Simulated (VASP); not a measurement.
Here is a VASP 6.6.1 calculation.

File INCAR:

```
SYSTEM = KCoF3
ALGO = Normal
EDIFF = 1E-6
ENCUT = 520
ISIF = 2
ISMEAR = -1
ISPIN = 2
LASPH = .TRUE.
LCHARG = .TRUE.
LDAU = .TRUE.
LDAUJ = 0 0 0
LDAUL = -1 -1 2
LDAUPRINT = 1
LDAUTYPE = 2
LDAUU = 0 0 3.32
LELF = .TRUE.
LMAXMIX = 4
LORBIT = 11
LREAL = .FALSE.
LVHAR = .TRUE.
LWAVE = .FALSE.
MAGMOM = 0 0 0 0 3
NBANDS = 32
NELM = 150
PREC = Accurate
SIGMA = 0.003
```

The input KPOINTS:

```
k-points
0
G
  5 5 5
  0 0 0
```

The input POSCAR:

```
KCoF3
1.0
    4.0710000000      0.0000000000      0.0000000000
    0.0000000000      4.0710000000      0.0000000000
    0.0000000000      0.0000000000      4.0710000000
K F Co
1 3 1
Direct
    0.0000000000      0.0000000000      0.0000000000
    0.0000000000      0.5000000000      0.5000000000
    0.5000000000      0.0000000000      0.5000000000
    0.5000000000      0.5000000000      0.0000000000
    0.5000000000      0.5000000000      0.5000000000
```

Potentials or basis: VASP PAW LDA potentials, release 64 (K_sv, F, Co).

The run is started by

```sh
$ cat potpaw_LDA.64/K_sv/POTCAR potpaw_LDA.64/F/POTCAR potpaw_LDA.64/Co/POTCAR > POTCAR
$ mpirun -np 1 vasp_std > vasp.out
```

What does it give for the band gap on the k mesh?

Zero (filled and empty bands overlap).

What does it give for the net moment?

3.00 μB per cell.

Eigenvalues of the final occupation matrices:
```
    site  spin  trace               eigenvalues
site 5 d     1   4.95  0.97 0.97 0.97 1.02 1.02
site 5 d     2   2.22  0.11 0.11 0.66 0.66 0.66
```

Caveat: a cell with one magnetic atom can't hold antiferromagnetic order, which such compounds often take. The state reached can hang on the start; a lower one may exist.
